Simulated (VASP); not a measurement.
Runs of VASP 6.6.1 on Co. The structure is that of space group P6_3/mmc (No. 194), or close to it. The cells are those of the table. 

```csv
level,potentials or basis,spin,cell,k mesh,gap on the mesh (eV),pressure (GPa),moment (μB),largest force (eV/Å)
PBEsol,"VASP PAW PBE potentials, release 64 (Co)","collinear, ferromagnetic start","a = 2.377, b = 2.377, c = 3.841 Å, angles 90.0, 90.0, 120.0°, 2 atoms",12 × 12 × 7,none,28.7,2.97,-
r2SCAN,"VASP PAW PBE potentials, release 64 (Co)","collinear, ferromagnetic start","a = 2.437, b = 2.437, c = 3.980 Å, angles 90.0, 90.0, 120.0°, 2 atoms",12 × 12 × 7,none,11.3,(a),0.41
PBE,"VASP PAW PBE potentials, release 64 (Co)","collinear, ferromagnetic start","a = 2.487, b = 2.487, c = 4.063 Å, angles 90.0, 90.0, 120.0°, 2 atoms",12 × 12 × 7,none,0.0,3.26,0.48
PBEsol,"VASP PAW PBE potentials, release 64 (Co)","collinear, ferromagnetic start","a = 2.440, b = 2.440, c = 3.938 Å, angles 90.0, 90.0, 120.0°, 2 atoms",12 × 12 × 7,none,4.0,3.06,-
LDA,"VASP PAW LDA potentials, release 64 (Co)","collinear, ferromagnetic start","a = 2.536, b = 2.536, c = 4.143 Å, angles 90.0, 90.0, 120.0°, 2 atoms",12 × 12 × 7,none,-27.0,3.23,0.23
PBEsol,"VASP PAW PBE potentials, release 64 (Co)","collinear, ferromagnetic start","a = 2.520, b = 2.520, c = 4.117 Å, angles 90.0, 90.0, 120.0°, 2 atoms",12 × 12 × 7,none,-16.7,3.32,(b)
PBE,"VASP PAW PBE potentials, release 64 (Co)","non-collinear, typed start","a = 2.487, b = 2.487, c = 4.063 Å, angles 90.0, 90.0, 120.0°, 2 atoms",9 × 9 × 5,none,-1.3,3.09,0.49
r2SCAN,"VASP PAW PBE potentials, release 64 (Co)","collinear, ferromagnetic start","a = 2.454, b = 2.454, c = 4.008 Å, angles 90.0, 90.0, 120.0°, 2 atoms",12 × 12 × 7,none,5.9,3.53,0.33
```

Alike in all rows: task single point; cutoff (eV) 520; smearing fermi-dirac 0.05 eV.

Q: Estimate the missing entries.

A: (a) 3.49; (b) 0.31.

Caveats: the PAW data sets were made with another functional, which shifts forces and pressure a little (some runs).

A gap of «none» marks levels without a gap at the run's occupations.
